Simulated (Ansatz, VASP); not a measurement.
Al2O3: VASP beside Ansatz

```
Al O
1.0
     4.61378    0.00000    0.00000
     0.00000    9.56328    0.00000
     0.00000    0.00000    3.11986
Al O
4 6
Direct
  0.98298 0.82457 0.00000
  0.01702 0.17543 0.00000
  0.48297 0.67543 0.50000
  0.51702 0.32457 0.50000
  0.50000 0.50000 0.50000
  0.12363 0.75305 0.50000
  0.37637 0.25305 0.00000
  0.62364 0.74695 0.00000
  0.00000 0.00000 0.00000
  0.87636 0.24695 0.50000
```

Alike in both runs: task relaxation of cell and atoms; functional PBE; k mesh 6 × 3 × 9; occupations fermi-dirac, width 0.05 eV; no spin polarisation.

|  | VASP | Ansatz |
| --- | --- | --- |
| version | VASP 6.6.1 | Ansatz 0.2.0 |
| potentials or method | VASP PAW PBE potentials, release 64 (Al, O) | Ansatz PAW |
| plane-wave cutoff (eV) | 600 | 420 |
| valence electrons in the cell | 48 | 48 |

```csv
,VASP,Ansatz,Ansatz less VASP
"gap on the k mesh at the Fermi level, each at its own relaxed structure (eV)",3.40,3.41,+0.008
relaxed volume (Å³/atom),13.72,13.84,+0.121
relaxed length of the cell vector where the two differ most in proportion (Å),4.689,4.713,+0.0248
```

Noted on Ansatz's run: odd divisions of the mesh miss points on the zone boundary, where band edges often lie, so the gap on the mesh can be too wide; the plane-wave basis is chosen anew once the cell has moved, so the energies of steps on either side of that aren't comparable.
